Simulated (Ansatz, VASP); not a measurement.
C: VASP beside Ansatz

```xyz
2
Lattice="1.7769 1.7769 0.0000 -1.7769 1.7769 0.0000 0.0000 1.7769 1.7769" Properties=species:S:1:pos:R:3 pbc="T T T"
C     0.0000    1.7769    0.0000
C     0.8885    2.6654    0.8885
```

Change from the starting cell: unstrained.

Alike in both runs: task single point; functional PBEsol; k mesh 12 × 12 × 12; no spin polarisation.

```csv
,VASP,Ansatz
version,VASP 6.6.1,Ansatz 0.2.0
potentials or method,"VASP PAW PBE potentials, release 64 (C), cutoff 520 eV","all-electron LAPW, scalar-relativistic"
occupations,"gaussian, width 0.01 eV",fixed
```

|  | VASP | Ansatz | Ansatz less VASP |
| --- | --- | --- | --- |
| gap on the k mesh at the Fermi level (eV) | 4.06 | 4.07 | +0.006 |
| pressure (GPa) | 1.1 | 0.0 | -1.08 |

VASP's potentials were made for PBE, not for PBEsol. Ansatz ran all-electron here, and VASP with PAW potentials.
